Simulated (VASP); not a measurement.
# TePb in VASP: notebook, part 2 of 2

VASP 6.6.1. The steps go on from the part before.

### 5 Single point, PBE

This run uses another cell than the first one, of 35.44 Å³/atom.

INCAR

```
ALGO     = Normal         # electronic algorithm
EDIFF    = 1E-6           # SCF threshold, eV
ENCUT    = 520            # plane-wave cutoff, eV
GGA      = PE             # functional
ISIF     = 2              # what is computed and relaxed
ISMEAR   = 0              # smearing method
LASPH    = T              # aspherical terms in the spheres
LCHARG   = F              # write CHGCAR
LREAL    = F              # projectors in reciprocal space
LWAVE    = F              # write WAVECAR
NBANDS   = 28             # bands
NELM     = 100            # most SCF steps
PREC     = Accurate       # precision mode
SIGMA    = 0.02           # smearing width, eV
```

KPOINTS

```
k-points
0
Gamma
  6 6 4
```

POSCAR

```
TePb
1.0
    3.2848049113      3.2848049113      0.0000000000
   -3.2848049113      3.2848049113      0.0000000000
    0.0000000000      0.0000000000      6.5696098226
Te Pb
2 2
Direct
    0.0000000000      0.0000000000      0.0000000000
    0.5000000000      0.5000000000      0.5000000000
    0.5000000000      0.5000000000      0.0000000000
    0.0000000000      0.0000000000      0.5000000000
```

Potentials or basis: VASP PAW PBE potentials, release 64 (Te, Pb_d).

Command:

```console
> cat potpaw_PBE.64/Te/POTCAR potpaw_PBE.64/Pb_d/POTCAR > POTCAR
> mpirun -np 1 vasp_std > vasp.out
```

OUTCAR:

```text
EDIFF = 1E-6
   ENCUT = 520
   GGA = PE
   ISIF = 2
   ISMEAR = 0
   LASPH = T
   LREAL = F
   NELM = 100
   PREC = Accurate

 ion  position               nearest neighbor table
   1  0.000  0.000  0.000-   3 3.28   4 3.28   4 3.28   3 3.28   3 3.28   3 3.28
   2  0.500  0.500  0.500-   3 3.28   4 3.28   3 3.28   4 3.28   4 3.28   4 3.28
   3  0.500  0.500  0.000-   1 3.28   2 3.28   2 3.28   1 3.28   1 3.28   1 3.28
   4  0.000  0.000  0.500-   1 3.28   2 3.28   1 3.28   2 3.28   2 3.28   2 3.28

  LATTYP: Found a simple tetragonal cell.
 ALAT       =     4.6454156553
 C/A-ratio  =     1.4142135624

  Lattice vectors:

 A1 = (   3.2848049113,   3.2848049113,   0.0000000000)
 A2 = (  -3.2848049113,   3.2848049113,   0.0000000000)
 A3 = (   0.0000000000,   0.0000000000,   6.5696098226)

Analysis of symmetry for initial positions (statically):
=====================================================================
 Subroutine PRICEL returns following result:

  LATTYP: Found a face centered cubic cell.
 ALAT       =     6.5696098226

  Lattice vectors:

 A1 = (   0.0000000000,  -3.2848049113,  -3.2848049113)
 A2 = (   3.2848049113,   0.0000000000,  -3.2848049113)
 A3 = (   3.2848049113,  -3.2848049113,  -0.0000000000)

   2 primitive cells build up your supercell.

 Routine SETGRP: Setting up the symmetry group for a
 simple tetragonal supercell.

 Subroutine GETGRP returns: Found 16 space group operations
 (whereof 16 operations were pure point group operations)
 out of a pool of 16 trial point group operations.

The static configuration has the point symmetry D_4h.

Analysis of symmetry for dynamics (positions and initial velocities):
=====================================================================
[... 129 lines left out ...]
   TEBEG  =    0.0;   TEEND  =   0.0 temperature during run
   PSTRESS=    0.0 pullay stress
   NELECT =      40.0000    total number of electrons
   NUPDOWN=      -1.0000    fix difference up-down
   EMIN   =  10.00;   EMAX   =-10.00  energy-range for DOS
   EFERMI =   0.00;   METHOD = LEGACY
   ISMEAR =     0;   SIGMA  =   0.02  broadening in eV -4-tet -1-fermi 0-gaus
   EFERMI_NEDOS =   21; number of points for ismear=-14 and -15
   IALGO  =     38    algorithm
   IMIX   =      4    mixing-type and parameters
     AMIX     =   0.40;   BMIX     =  1.00
     AMIX_MAG =   1.60;   BMIX_MAG =  1.00
  volume/ion in A,a.u.               =      35.44       239.18
  Fermi-wavevector in a.u.,A,eV,Ry     =   1.073739  2.029072 15.686356  1.152915
  Thomas-Fermi vector in A             =   2.209547
   LORBIT       =      0    0 simple, 1 ext, 2 COOP (PROOUT), +10 PAW based schemes
   GGA     = PE    functional components
   LHFCALC =     F    Hartree Fock is set to
   AEXX    =    0.0000 exact exchange contribution
   IVDW    =     0    specifies the selected vdW correction
   LEPSILON=     F    determine dielectric tensor
   LRPA    =     F    only Hartree local field effects (RPA)
 non-spin polarized calculation
 Gauss-broadening in eV      SIGMA  =   0.02
  energy-cutoff  :      520.00
  volume of cell :      141.77
 maximum number of plane-waves:      3848
 NGX is ok and might be reduce to    36
   NGX = 17   NGY = 17   NGZ = 25

 number of electron      39.9999993 magnetization

 Free energy of the ion-electron system (eV)
  ---------------------------------------------------
  ext. energy  EPLUGINS =         0.00000000
  ---------------------------------------------------
  free energy    TOTEN  =       -15.04156548 eV

  energy without entropy =      -15.04156548  energy(sigma->0) =      -15.04156548

 E-fermi :   5.1437     XC(G=0):  -9.0792

 val. band max:        4.9925030036   @ k =   0.5000   0.0000   0.5000
 cond. band min:       5.8253744177   @ k =   0.5000   0.0000   0.5000
 fundamental gap:      0.8328714141
 Fermi energy:         5.1437310281

 k-point     1 :       0.0000    0.0000    0.0000
  band No.  band energies     occupation
      1     -11.6966      2.00000
      2     -11.6502      2.00000
      3     -11.6494      2.00000
      4     -11.6480      2.00000
      5     -11.6434      2.00000
      6     -11.6434      2.00000
[... 733 lines left out ...]
     27      13.3339      0.00000
     28      13.3339      0.00000

 [... further k-points ...]
[... 5 lines left out ...]
  --------------------------------------------------------------------------------------
  -------------------------------------------------------------------------------------
  Total       -0.1652549     -0.1652549      0.0901379      0.0000000      0.0000000      0.0000000
  in kB       -1.8675671     -1.8675671      1.0186602      0.0000000      0.0000000      0.0000000
  external PRESSURE =      -0.9054913 kB  Pullay stress =       0.0000000 kB

 VOLUME and BASIS-vectors are now :
 -----------------------------------------------------------------------------
  energy-cutoff  :      520.00
  volume of cell :      141.77
      direct lattice vectors                 reciprocal lattice vectors
     3.284804911  3.284804911  0.000000000     0.152216041  0.152216041  0.000000000
    -3.284804911  3.284804911  0.000000000    -0.152216041  0.152216041  0.000000000
     0.000000000  0.000000000  6.569609823     0.000000000  0.000000000  0.152216041

 POSITION                                       TOTAL-FORCE (eV/Angst)
 -----------------------------------------------------------------------------------
      0.00000      0.00000      0.00000        -0.000000     -0.000000      0.000000
      0.00000      3.28480      3.28480        -0.000000     -0.000000      0.000000
      0.00000      3.28480      0.00000         0.000000     -0.000000     -0.000000
      0.00000      0.00000      3.28480        -0.000000      0.000000      0.000000
 -----------------------------------------------------------------------------------
    total drift:                               -0.000000      0.000000      0.000000

  FREE ENERGIE OF THE ION-ELECTRON SYSTEM (eV)
  ---------------------------------------------------
  free  energy   TOTEN  =       -15.0415654762 eV

  energy  without entropy=      -15.0415654762  energy(sigma->0) =      -15.04156548
```

stdout:

```text
POSCAR found type information on POSCAR TePb
 POSCAR found :  2 types and       4 ions
 scaLAPACK will be used
 LDA part: xc-table for (Slater+PW92), standard interpolation
 POSCAR, INCAR and KPOINTS ok, starting setup
 FFT: planning ... GRIDC
 FFT: planning ... GRID_SOFT
 FFT: planning ... GRID
 WAVECAR not read
 entering main loop
```

Wall time 54 s (1 thread of AMD EPYC 9R45 (Zen 5), shared host); peak memory 0.26 GiB.

What came out:

* Free energy: -15.0416 eV
* Pressure: -0.1 GPa
* Band gap on the k mesh: 0.83 eV

Caveat: spin-orbit coupling is left out, which moves the levels of the heavy elements. A k mesh can miss the band edges.

### 6 Single point, PBE

This run uses another cell than the first one, of 35.44 Å³/atom.

INCAR

```
SYSTEM = TePb
PREC = Accurate ; ENCUT = 520
EDIFF = 1E-7 ; ISMEAR = 0
SIGMA = 0.02 ; LREAL = .False.
LASPH = .True. ; NELM = 60
ALGO = Normal ; ISIF = 2
LWAVE = .False. ; LCHARG = .False.
GGA = PE ; NBANDS = 28
```

KPOINTS

```
Automatic mesh
0
Gamma
  6 6 4
  0 0 0
```

POSCAR is that of step 5.

Potentials or basis: VASP PAW PBE potentials, release 64 (Te, Pb_d).

Command:

```console
> cat potpaw_PBE.64/Te/POTCAR potpaw_PBE.64/Pb_d/POTCAR > POTCAR
> mpirun -np 1 vasp_std > vasp.out
```

It took 67 s on 1 thread of AMD EPYC 9R45 (Zen 5), shared host; peak memory 0.26 GiB.

The run converged. Its results:

| Quantity | Value |
| --- | --- |
| Free energy | -15.0416 eV |
| Pressure | 0.0 GPa |
| Band gap on the k mesh | 0.83 eV |

Levels at points of the mesh, in eV from the valence-band top:
```tsv
k point	band 18	band 19	band 20	band 21	band 22	band 23
(0.00, 0.00, 0.00)	-1.16	-1.15	-1.15	3.51	4.03	4.03
(0.50, 0.00, 0.00)	-0.90	-0.53	-0.53	1.69	1.69	1.86
(0.50, 0.50, 0.00)	-2.51	-2.51	-2.51	3.51	3.51	5.30
(0.00, 0.00, 0.50)	-1.91	-1.23	-1.23	2.55	2.55	4.26
(0.50, 0.00, 0.50)	-0.73	0.00	0.00	0.83	0.83	1.40
(0.50, 0.50, 0.50)	-3.44	-0.28	-0.28	1.73	1.73	5.20
```

Caveat: spin-orbit coupling is left out, which moves the levels of the heavy elements.

### 7 Summary

| cell | gap on the mesh (eV) | pressure (GPa) |
| --- | --- | --- |
| a = 4.785, b = 4.558, c = 6.577 Å, 4 atoms | 0.62 | -0.5 |
| a = 4.785, b = 4.611, c = 6.520 Å, 4 atoms | 0.67 | -0.6 |
| a = 4.645, b = 4.645, c = 6.570 Å, 4 atoms | 0.83 | 0.0 |

Alike in all rows: task single point; level PBE; potentials or basis VASP PAW PBE potentials, release 64 (Te, Pb_d); no spin polarisation; k mesh 6 × 6 × 4; cutoff (eV) 520; smearing gaussian 0.02 eV.

Caveats: spin-orbit coupling is left out, which moves the levels of the heavy elements.

Total energies depend on the potentials used, so only differences within one code and one set of settings carry meaning.
